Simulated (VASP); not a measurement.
Input of a VASP 6.6.1 run:

File INCAR:

```
  PREC = Accurate
  ENCUT = 520
  EDIFF = 1E-6
  ISMEAR = 0
  SIGMA = 0.05
  LREAL = F
  LASPH = T
  NELM = 100
  ALGO = Normal
  ISIF = 2
  LWAVE = F
  LCHARG = F
  NBANDS = 19
```

KPOINTS

```
regular mesh
0
Gamma
  6 6 6
```

The input POSCAR:

```
SrCl2
1.0
    0.0000000000      3.6249200000      3.3460800000
    3.6249200000      0.0000000000      3.3460800000
    3.6249200000      3.6249200000      0.0000000000
Sr Cl
1 2
Direct
    0.0000000000      0.0000000000      0.0000000000
    0.2500000000      0.2500000000      0.2500000000
    0.7500000000      0.7500000000      0.7500000000
```

Potentials or basis: VASP PAW LDA potentials, release 64 (Sr_sv, Cl).

Launch:

```sh
$ cat potpaw_LDA.64/Sr_sv/POTCAR potpaw_LDA.64/Cl/POTCAR > POTCAR
$ mpirun -np 1 vasp_std > vasp.out
```

Task: Estimate the pressure.

Result: -3.7 GPa.

Task: Predict the band gap on the k mesh.

Result: 4.28 eV (least direct gap 4.54 eV).

Stress tensor (GPa, compression positive):
```
-4.98  0.00  0.00
 0.00 -4.98  0.00
 0.00  0.00 -1.05
```

Caveat: the cell differs from its parent crystal (strain +0.040 along x and y, -0.040 along z); the cell stands under tension. A k mesh can miss the band edges.
